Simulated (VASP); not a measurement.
## TlPdCl3: single point with PBE

The system is TlPdCl3.

```xyz
5
Lattice="4.7983 0.0000 0.0000 0.0000 4.7983 0.0000 0.0000 0.0000 4.7983" Properties=species:S:1:pos:R:3 pbc="T T T"
Tl    2.3991    2.3991    2.3991
Pd    0.0000    0.0000    0.0000
Cl    2.3991    0.0000    0.0000
Cl    0.0000    2.3991    0.0000
Cl    0.0000    0.0000    2.3991
```

```yaml
Program: VASP 6.6.1
Task: single point
Functional: PBE
Potentials_or_basis: VASP PAW PBE potentials, release 64 (Tl_d, Pd, Cl)
Cutoff: 520 eV
k_mesh: 4 × 4 × 4
Occupations: gaussian, width 0.1 eV
Spin: collinear spin, ferromagnetic start
Starting_moments: "[0.0, 1.0, 0.0, 0.0, 0.0] μB"
Dipole_correction: no
Further_INCAR_settings: ALGO = Normal; EDIFF = 1e-07; NBANDS = 34
```

The pressure is 6.4 GPa, the net moment is 0.52 μB per cell and the site moments are Tl -0.00; Pd +0.32; Cl +0.05 μB. The valence electrons inside the program's atomic spheres are Tl 11.10; Pd 9.39; Cl 5.10.

Levels at points of the mesh, in eV from the Fermi level:
Spin up:
```tsv
k point	band 19	band 20	band 21	band 22	band 23	band 24	band 25	band 26
(0.00, 0.00, 0.00)	-2.57	-2.57	-2.57	-2.46	-2.46	3.61	5.72	5.72
(0.50, 0.00, 0.00)	-2.46	-1.69	-1.44	-1.44	-0.56	2.61	4.57	4.57
(0.50, 0.50, 0.00)	-1.68	-1.36	-1.36	-0.88	1.90	3.50	4.12	4.12
(0.50, 0.50, 0.50)	-1.50	-1.50	-1.50	1.91	1.91	5.42	5.42	5.42
```
Spin down:
| k point | band 19 | band 20 | band 21 | band 22 | band 23 | band 24 | band 25 | band 26 |
| --- | --- | --- | --- | --- | --- | --- | --- | --- |
| (0.00, 0.00, 0.00) | -2.50 | -2.50 | -2.50 | -2.10 | -2.10 | 3.68 | 5.72 | 5.72 |
| (0.50, 0.00, 0.00) | -2.10 | -1.66 | -1.34 | -1.34 | -0.29 | 2.62 | 4.57 | 4.57 |
| (0.50, 0.50, 0.00) | -1.36 | -1.27 | -1.27 | -0.80 | 2.19 | 3.50 | 4.13 | 4.13 |
| (0.50, 0.50, 0.50) | -1.38 | -1.38 | -1.38 | 2.20 | 2.20 | 5.43 | 5.43 | 5.43 |

Wall time 37 s on 1 thread of Intel(R) Xeon(R) Platinum 8559C (Emerald Rapids), on a shared host, peak memory 0.26 GiB.

Caveat: spin-orbit coupling is left out, which moves the levels of the heavy elements.
